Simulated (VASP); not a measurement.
# TiAl (P4/mmm) in VASP: further runs

Runs on TiAl. Level: LDA. Tasks: single point.

Everything below comes from runs of VASP 6.6.1. Logs are shortened: lines on timing, memory, paths and dates and some standing lists are left out, and cuts for length are marked.

**1. The cell of the first run**

It takes space group P4/mmm (No. 123, tetragonal). Conventional cell: a = 3.179 Å, b = 3.179 Å, c = 3.052 Å, α = 90.00°, β = 90.00°, γ = 90.00°. Ti (site symmetry 4/mmm) has 8 Al at 2.72 Å and 6 Ti at 3.05 to 3.18 Å within 3.6 Å. Within 3.6 Å of Al (site symmetry 4/mmm) lie 8 Ti at 2.72 Å and 6 Al at 3.05 to 3.18 Å.

**2. Single point, LDA (strain +0.000 along x and y, -0.040 along z)**

The input, INCAR:

```
  ALGO = Fast
  EDIFF = 1E-6
  ENCUT = 520
  ISIF = 2
  ISMEAR = 0
  LASPH = True
  LCHARG = False
  LREAL = False
  LWAVE = False
  NBANDS = 14
  NELM = 100
  PREC = Accurate
  SIGMA = 0.15
```

The input, KPOINTS:

```
k-points
0
Gamma
  16 16 16
```

The input, POSCAR:

```
TiAl
1.0
    3.1790640000      0.0000000000      0.0000000000
    0.0000000000      3.1790640000      0.0000000000
    0.0000000000      0.0000000000      3.0519014400
Ti Al
1 1
Direct
    0.0000000000      0.0000000000      0.0000000000
    0.5000000000      0.5000000000      0.5000000000
```

Potentials or basis: VASP PAW LDA potentials, release 64 (Ti_sv, Al).

On the command line:

```sh
> cat potpaw_LDA.64/Ti_sv/POTCAR potpaw_LDA.64/Al/POTCAR > POTCAR
> mpirun -np 1 vasp_std > vasp.out
```

OUTCAR:

```text
EDIFF = 1E-6
   ENCUT = 520
   ISIF = 2
   ISMEAR = 0
   LASPH = True
   LREAL = False
   NELM = 100
   PREC = Accurate

 ion  position               nearest neighbor table
   1  0.000  0.000  0.000-   2 2.72   2 2.72   2 2.72   2 2.72   2 2.72   2 2.72   2 2.72   2 2.72

   2  0.500  0.500  0.500-   1 2.72   1 2.72   1 2.72   1 2.72   1 2.72   1 2.72   1 2.72   1 2.72

  LATTYP: Found a simple tetragonal cell.
 ALAT       =     3.1790640000
 C/A-ratio  =     0.9600000000

  Lattice vectors:

 A1 = (   3.1790640000,   0.0000000000,   0.0000000000)
 A2 = (   0.0000000000,   3.1790640000,   0.0000000000)
 A3 = (   0.0000000000,   0.0000000000,   3.0519014400)

Analysis of symmetry for initial positions (statically):
=====================================================================
 Subroutine PRICEL returns:
 Original cell was already a primitive cell.

 Routine SETGRP: Setting up the symmetry group for a
 simple tetragonal supercell.

 Subroutine GETGRP returns: Found 16 space group operations
 (whereof 16 operations were pure point group operations)
 out of a pool of 16 trial point group operations.

The static configuration has the point symmetry D_4h.

Analysis of symmetry for dynamics (positions and initial velocities):
=====================================================================
 Subroutine PRICEL returns:
 Original cell was already a primitive cell.

 Routine SETGRP: Setting up the symmetry group for a
 simple tetragonal supercell.

 Subroutine GETGRP returns: Found 16 space group operations
 (whereof 16 operations were pure point group operations)
 out of a pool of 16 trial point group operations.

The dynamic configuration has the point symmetry D_4h.

 Subroutine INISYM returns: Found 16 space group operations
 (whereof 16 operations are pure point group operations),
 and found     1 'primitive' translations

----------------------------------------------------------------------------------------

                                     Primitive cell

  volume of cell :      30.8439

  direct lattice vectors                    reciprocal lattice vectors
     3.179064000  0.000000000  0.000000000     0.314557996  0.000000000  0.000000000
     0.000000000  3.179064000  0.000000000     0.000000000  0.314557996  0.000000000
     0.000000000  0.000000000  3.051901440     0.000000000  0.000000000  0.327664579

  length of vectors
     3.179064000  3.179064000  3.051901440     0.314557996  0.314557996  0.327664579

  position of ions in fractional coordinates (direct lattice)
     0.000000000  0.000000000  0.000000000
     0.500000000  0.500000000  0.500000000

  ion indices of the primitive-cell ions
   primitive index   ion index
                 1           1
                 2           2

----------------------------------------------------------------------------------------

 KPOINTS: k-points

Automatic generation of k-mesh.
 Grid dimensions read from file:
 generate k-points for:   16   16   16

 Generating k-lattice:

  Cartesian coordinates                     Fractional coordinates (reciprocal lattice)
     0.019659875  0.000000000  0.000000000     0.062500000  0.000000000  0.000000000
     0.000000000  0.019659875  0.000000000     0.000000000  0.062500000  0.000000000
     0.000000000  0.000000000  0.020479036     0.000000000  0.000000000  0.062500000

  Length of vectors
     0.019659875  0.019659875  0.020479036

  Shift w.r.t. Gamma in fractional coordinates (k-lattice)
     0.000000000  0.000000000  0.000000000

 Subroutine IBZKPT returns following result:
 ===========================================

 Found    405 irreducible k-points:

 Following reciprocal coordinates:
            Coordinates               Weight
  0.000000  0.000000  0.000000      1.000000
  0.062500  0.000000  0.000000      4.000000
  0.125000  0.000000  0.000000      4.000000
  0.187500  0.000000  0.000000      4.000000
  0.250000  0.000000  0.000000      4.000000
  0.312500  0.000000  0.000000      4.000000
[... 16 lines left out ...]
  0.437500  0.125000  0.000000      8.000000
  0.500000  0.125000  0.000000      4.000000
 [... further k-points ...]
   k-points           NKPTS =    405   k-points in BZ     NKDIM =    405   number of bands    NBANDS=     14
   number of dos      NEDOS =    301   number of ions     NIONS =      2
   total plane-waves  NPLWV =  13824
   dimension x,y,z NGX =    24 NGY =   24 NGZ =   24
   dimension x,y,z NGXF=    48 NGYF=   48 NGZF=   48
   ions per type =               1   1
   NGX,Y,Z   is equivalent  to a cutoff of  12.55, 12.55, 13.07 a.u.
   NGXF,Y,Z  is equivalent  to a cutoff of  25.10, 25.10, 26.15 a.u.
 SYSTEM =  unknown system
   PREC   = accura    normal or accurate (medium, high low for compatibility)
   ISTART =      0    job   : 0-new  1-cont  2-samecut
   ICHARG =      2    charge: 1-file 2-atom 10-const
   ISPIN  =      1    spin polarized calculation?
   LNONCOLLINEAR =      F non collinear calculations
   LSORBIT =      F    spin-orbit coupling
   LASPH  =      T    aspherical Exc in radial PAW
   ENCUT  =  520.0 eV  38.22 Ry    6.18 a.u.   5.91  5.91  5.67*2*pi/ulx,y,z
   NELM   =    100;   NELMIN=  2; NELMDL= -5     # of ELM steps
   EDIFF  = 0.1E-05   stopping-criterion for ELM
   LREAL  =      F    real-space projection
   EDIFFG = 0.1E-04   stopping-criterion for IOM
   NSW    =      0    number of steps for IOM
   IBRION =     -1    ionic relax: 0-MD 1-quasi-New 2-CG
   NFREE  =      0    steps in history (QN), initial steepest desc. (CG)
   ISIF   =      2    stress and relaxation
   ISYM   =      2    0-nonsym 1-usesym 2-fastsym
   POTIM  = 0.5000    time-step for ionic-motion
   TEBEG  =    0.0;   TEEND  =   0.0 temperature during run
   PSTRESS=    0.0 pullay stress
   NELECT =      15.0000    total number of electrons
   NUPDOWN=      -1.0000    fix difference up-down
   EMIN   =  10.00;   EMAX   =-10.00  energy-range for DOS
   EFERMI =   0.00;   METHOD = LEGACY
   ISMEAR =     0;   SIGMA  =   0.15  broadening in eV -4-tet -1-fermi 0-gaus
   EFERMI_NEDOS =   21; number of points for ismear=-14 and -15
   IALGO  =     68    algorithm
   IMIX   =      4    mixing-type and parameters
     AMIX     =   0.40;   BMIX     =  1.00
     AMIX_MAG =   1.60;   BMIX_MAG =  1.00
  volume/ion in A,a.u.               =      15.42       104.07
  Fermi-wavevector in a.u.,A,eV,Ry     =   1.287406  2.432845 22.550493  1.657415
  Thomas-Fermi vector in A             =   2.419422
   LORBIT       =      0    0 simple, 1 ext, 2 COOP (PROOUT), +10 PAW based schemes
   GGA     = CA    functional components
   LHFCALC =     F    Hartree Fock is set to
   AEXX    =    0.0000 exact exchange contribution
   IVDW    =     0    specifies the selected vdW correction
   LEPSILON=     F    determine dielectric tensor
   LRPA    =     F    only Hartree local field effects (RPA)
 non-spin polarized calculation
 RMM-DIIS sequential band-by-band and
 Gauss-broadening in eV      SIGMA  =   0.15
  energy-cutoff  :      520.00
  volume of cell :       30.84
 maximum number of plane-waves:       848
 NGX is ok and might be reduce to    24
   NGX = 11   NGY = 11   NGZ = 11

 number of electron      14.9999995 magnetization

 Free energy of the ion-electron system (eV)
  ---------------------------------------------------
  ext. energy  EPLUGINS =         0.00000000
  ---------------------------------------------------
  free energy    TOTEN  =       -13.31478677 eV

  energy without entropy =      -13.28565991  energy(sigma->0) =      -13.30022334

 E-fermi :   8.9485     XC(G=0): -11.4937

 val. band max:        8.9478893200   @ k =   0.3750   0.1875   0.1875
 cond. band min:       8.9506871376   @ k =   0.4375   0.4375   0.2500
 fundamental gap:      0.0027978177
 Fermi energy:         8.9484847219

 k-point     1 :       0.0000    0.0000    0.0000
  band No.  band energies     occupation
      1     -47.1466      2.00000
      2     -23.7474      2.00000
      3     -23.7474      2.00000
      4     -23.6842      2.00000
      5      -0.4136      2.00000
      6       7.3968      2.00000
      7       7.4973      2.00000
      8      10.6680      0.00000
      9      10.8879      0.00000
     10      10.8879      0.00000
     11      13.2051      0.00000
     12      13.2051      0.00000
     13      14.3615      0.00000
     14      18.0189      0.00000

 k-point     2 :       0.0625    0.0000    0.0000
  band No.  band energies     occupation
      1     -47.1459      2.00000
      2     -23.7544      2.00000
      3     -23.7467      2.00000
      4     -23.6836      2.00000
      5      -0.3507      2.00000
      6       7.3738      2.00000
      7       7.5130      2.00000
      8      10.5446      0.00000
      9      10.8001      0.00000
     10      10.8950      0.00000
     11      12.9631      0.00000
     12      13.3760      0.00000
     13      14.4963      0.00000
     14      17.9636      0.00000

 k-point     3 :       0.1250    0.0000    0.0000
  band No.  band energies     occupation
      1     -47.1442      2.00000
      2     -23.7745      2.00000
      3     -23.7450      2.00000
      4     -23.6820      2.00000
      5      -0.1635      2.00000
      6       7.2533      2.00000
      7       7.5836      2.00000
      8      10.2516      0.00000
      9      10.5759      0.00000
     10      10.9155      0.00000
     11      12.4424      0.00000
     12      13.8127      0.00000
     13      14.8628      0.00000
     14      17.6964      0.00000
[... 324 lines left out ...]
 k-point    23 :       0.4375    0.1250    0.0000
  band No.  band energies     occupation
      1     -47.1287      2.00000
      2     -23.9198      2.00000
      3     -23.7573      2.00000
      4     -23.6674      2.00000
      5       2.5107      2.00000
      6       4.4019      2.00000
      7       8.2909      2.00000
      8       8.6888      1.98565
      9       9.5037      0.00000
     10      10.8583      0.00000
     11      11.9257      0.00000
     12      15.3129      0.00000
     13      16.8670      0.00000
     14      18.5200      0.00000

 k-point    24 :       0.5000    0.1250    0.0000
  band No.  band energies     occupation
      1     -47.1281      2.00000
      2     -23.9266      2.00000
      3     -23.7566      2.00000
      4     -23.6668      2.00000
      5       2.9088      2.00000
      6       3.9572      2.00000
      7       8.4042      2.00000
      8       8.5821      1.99945
      9       9.4641      0.00000
     10      10.8677      0.00000
     11      11.9570      0.00000
     12      15.4004      0.00000
     13      16.9556      0.00000
     14      18.3851      0.00000

 [... further k-points ...]
[... 5 lines left out ...]
  --------------------------------------------------------------------------------------
  -------------------------------------------------------------------------------------
  Total       -0.1086966     -0.1086966     -0.4261939      0.0000000      0.0000000      0.0000000
  in kB       -5.6462182     -5.6462182    -22.1385311      0.0000000      0.0000000      0.0000000
  external PRESSURE =     -11.1436558 kB  Pullay stress =       0.0000000 kB

 VOLUME and BASIS-vectors are now :
 -----------------------------------------------------------------------------
  energy-cutoff  :      520.00
  volume of cell :       30.84
      direct lattice vectors                 reciprocal lattice vectors
     3.179064000  0.000000000  0.000000000     0.314557996  0.000000000  0.000000000
     0.000000000  3.179064000  0.000000000     0.000000000  0.314557996  0.000000000
     0.000000000  0.000000000  3.051901440     0.000000000  0.000000000  0.327664579

 POSITION                                       TOTAL-FORCE (eV/Angst)
 -----------------------------------------------------------------------------------
      0.00000      0.00000      0.00000         0.000000      0.000000      0.000000
      1.58953      1.58953      1.52595         0.000000      0.000000      0.000000
 -----------------------------------------------------------------------------------
    total drift:                                0.000000      0.000000      0.000000

  FREE ENERGIE OF THE ION-ELECTRON SYSTEM (eV)
  ---------------------------------------------------
  free  energy   TOTEN  =       -13.3147867653 eV

  energy  without entropy=      -13.2856599078  energy(sigma->0) =      -13.30022334
```

Wall time 94 s (1 thread of Intel Xeon 6975P-C, shared host); peak memory 0.28 GiB.

What came out:

- Free energy: -13.3148 eV
- Pressure: -1.1 GPa

Stress tensor (GPa, compression positive):
```
-0.56  0.00  0.00
 0.00 -0.56  0.00
 0.00  0.00 -2.21
```

Levels at points of the mesh, in eV from the Fermi level:
```
           k point  band 6  band 7  band 8  band 9  band 10  band 11
(0.00, 0.00, 0.00)   -1.55   -1.45    1.72    1.94     1.94     4.26
(0.50, 0.00, 0.00)   -5.26   -0.61   -0.04    0.45     2.13     3.02
(0.50, 0.50, 0.00)   -2.15   -2.15   -1.54    0.93     0.93     2.78
(0.00, 0.00, 0.50)   -5.16   -0.50   -0.01   -0.01     1.99     3.50
(0.50, 0.00, 0.50)   -2.06   -1.81   -1.44    0.54     0.65     2.95
(0.50, 0.50, 0.50)   -3.19   -3.19    0.83    2.87     3.07     3.07
```

Caveat: the cell differs from its parent crystal (strain +0.000 along x and y, -0.040 along z).

(Part 1 of 2 ends here.)
